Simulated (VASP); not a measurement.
Runs of VASP 6.6.1 on AlAu. The structure is that of space group Pm-3m (No. 221), or close to it. The cells are those of the table. 

```csv
cell,gap on the mesh (eV),pressure (GPa)
"a = 3.266 Å, 2 atoms",none,-8.6
"a = 3.202 Å, 2 atoms",none,-3.2
"a = 3.245 Å, 2 atoms",none,(a)
"a = 3.224 Å, 2 atoms",none,(b)
"a = 3.158 Å, 2 atoms",none,2.0
```

Alike in all rows: task single point; level PBEsol; potentials or basis VASP PAW PBE potentials, release 64 (Au, Al); no spin polarisation; k mesh 8 × 8 × 8; cutoff (eV) 520; smearing fermi-dirac 0.05 eV.

Question: Estimate the missing entries.

Answer: (a) -7.1; (b) -5.3.

Caveats: the PAW data sets were made with another functional, which shifts forces and pressure a little; spin-orbit coupling is left out, which moves the levels of the heavy elements.

A k mesh can miss the band edges, and the runs leave out spin-orbit coupling on Au.

A gap of «none» marks levels without a gap at the run's occupations.
